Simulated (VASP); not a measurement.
Wanted: the native input for a VASP 6.6.1 run.

- Task: single point
- Functional: PBE
- Potentials or basis: VASP PAW PBE potentials, release 64 (Sn_d, Te)
- Cutoff: 520 eV
- k mesh: 6 × 6 × 6
- Occupations: fermi-dirac, width 0.02 eV
- Spin: no spin polarisation
- Dipole correction: no
- Further INCAR settings: ALGO = Normal; EDIFF = 1e-06; NBANDS = 17

The structure of SnTe lies in POSCAR:

```
SnTe
1.0
    3.8918236295      0.0000000000      0.0000000000
    0.0000000000      3.8918236295      0.0000000000
    0.0000000000      0.0000000000      3.8918236295
Sn Te
1 1
Direct
    0.0000000000      0.0000000000      0.0000000000
    0.5000000000      0.5000000000      0.5000000000
```

These files were run (other wordings do the same):

INCAR

```
ALGO = Normal
EDIFF = 1E-6
ENCUT = 520
GGA = PE
ISIF = 2
ISMEAR = -1
LASPH = True
LCHARG = False
LREAL = False
LWAVE = False
NBANDS = 17
NELM = 60
PREC = Accurate
SIGMA = 0.02
```

KPOINTS

```
k-points
0
Gamma
  6 6 6
```

Potentials or basis: VASP PAW PBE potentials, release 64 (Sn_d, Te).

Launch:

```bash
$ cat potpaw_PBE.64/Sn_d/POTCAR potpaw_PBE.64/Te/POTCAR > POTCAR
$ mpirun -np 1 vasp_std > vasp.out
```

Results of the run:

- Pressure: 0.2 GPa
- Band gap on the k mesh: zero (band 10 reaches 7.63 eV, above the bottom of band 11 at 5.83 eV)

Caveat: spin-orbit coupling is left out, which moves the levels of the heavy elements.

It took 9.8 s on 1 thread of AMD EPYC 9R45 96-Core Processor (Zen 5), with other jobs on the host, peak memory 0.14 GiB.
